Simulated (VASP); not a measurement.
Runs of VASP 6.6.1 on Y. The structure is that of space group Fm-3m (No. 225), or close to it. The cells are those of the table. This isn't the form of Y at room conditions, which is hcp.

```tsv
task	cell	gap on the mesh (eV)	pressure (GPa)
single point	a = 3.048 Å, angles 60.0°, 1 atom	none	40.1
single point	a = 2.917 Å, angles 60.0°, 1 atom	none	60.2
relaxation of cell and atoms	relaxed to 40 GPa from a = 3.599 Å, angles 60.0°, 1 atom	none	39.9
relaxation of cell and atoms	relaxed to 20 GPa from a = 3.599 Å, angles 60.0°, 1 atom	none	20.0
single point	a = 3.613 Å, angles 60.0°, 1 atom	none	(a)
relaxation of cell and atoms	relaxed from a = 3.599 Å, angles 60.0°, 1 atom	none	0.0
single point	a = 3.238 Å, angles 60.0°, 1 atom	none	20.1
```

Alike in all rows: level r2SCAN; potentials or basis VASP PAW PBE potentials, release 64 (Y_sv); no spin polarisation; k mesh 14 × 14 × 14; cutoff (eV) 550; smearing fermi-dirac 0.1 eV.

Task: Fill in the values left out.

Result: (a) 0.1.

Caveats: the PAW data sets were made with another functional, which shifts forces and pressure a little; the cell stands under pressure (at least some runs); the cell is relaxed towards a set pressure, so the run minimises the enthalpy, not the energy (at least some runs).

A k mesh can miss the band edges, and the runs leave out spin-orbit coupling on Y.

A gap of «none» marks levels without a gap at the run's occupations.
